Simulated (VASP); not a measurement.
Write the native input for VASP 6.6.1 that does the following.

```
Task                   : single point
Functional             : PBEsol
Potentials or basis    : VASP PAW PBE potentials, release 64 (Ti_sv)
Cutoff                 : 520 eV
k mesh                 : 8 × 8 × 8
Occupations            : fermi-dirac, width 0.136057 eV
Spin                   : no spin polarisation
Dipole correction      : no
Further INCAR settings : ALGO = Normal; EDIFF = 1e-07; NBANDS = 19
```

The structure of Ti lies in POSCAR:

```
Ti
1.0
    0.0000000000      2.7741238475      2.7741238475
    2.7741238475      0.0000000000      2.7741238475
    2.7741238475      2.7741238475      0.0000000000
Ti
2
Direct
    0.0000000000      0.0000000000      0.0000000000
    0.2500000000      0.2500000000      0.2500000000
```

The input as run:

INCAR

```
SYSTEM = Ti
PREC = Accurate ; ENCUT = 520
EDIFF = 1E-7 ; ISMEAR = -1
SIGMA = 0.13605693000000002 ; LREAL = .FALSE.
LASPH = .TRUE. ; NELM = 80
ALGO = Normal ; ISIF = 2
LWAVE = .FALSE. ; LCHARG = .FALSE.
GGA = PS ; NBANDS = 19
```

KPOINTS

```
regular mesh
0
G
  8 8 8
  0 0 0
```

Potentials or basis: VASP PAW PBE potentials, release 64 (Ti_sv).

The run is started by

```sh
$ cat potpaw_PBE.64/Ti_sv/POTCAR > POTCAR
$ mpirun -np 1 vasp_std > vasp.out
```

Results of the run:

The pressure is 0.2 GPa. The band gap on the k mesh is zero (band 12 reaches 5.91 eV, above the bottom of band 13 at 5.68 eV).

Caveat: the PAW data sets were made with another functional, which shifts forces and pressure a little.

It took 25 s on 1 thread of AMD EPYC 7R13, on a shared host, peak memory 0.14 GiB.
